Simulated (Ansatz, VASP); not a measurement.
Sc2Mo in VASP and in Ansatz

```xyz
3
Lattice="4.8638 0.0000 0.0000 -2.4319 4.2122 0.0000 0.0000 0.0000 2.8590" Properties=species:S:1:pos:R:3 pbc="T T T"
Sc    2.4319    1.4041    1.4295
Sc    0.0000    2.8081    1.4295
Mo    0.0000    0.0000    0.0000
```

Change from the starting cell: species swapped into the HoCd2 type (P6/mmm, No. 191).

Alike in both runs: functional PBE; k mesh 6 × 6 × 6; occupations gaussian, width 0.1 eV; no spin polarisation.

Ansatz relaxed the structure, and its values are those at the end. VASP's run is a single point on that final structure, the one shown.

```csv
,VASP,Ansatz
version,VASP 6.6.1,Ansatz 0.2.0
potentials or method,"VASP PAW PBE potentials, release 64 (Sc_sv, Mo_sv), cutoff 520 eV","scalar-relativistic, plane waves, PAW"
valence electrons in the cell,36,36
```

Ansatz gave:

| Quantity | Value |
| --- | --- |
| gap on the k mesh at the Fermi level (eV) | none |
| pressure (GPa) | 0.0 |

**Question.** Estimate VASP's values.

**Answer.** gap on the k mesh at the Fermi level (eV): none; pressure (GPa): 0.2.

A gap of «none» marks a metal or a gap that the smearing closes. The functional is the same, so the differences come from potentials, cutoffs and numerics.

The k mesh is coarse, so the values compare programs but aren't converged.
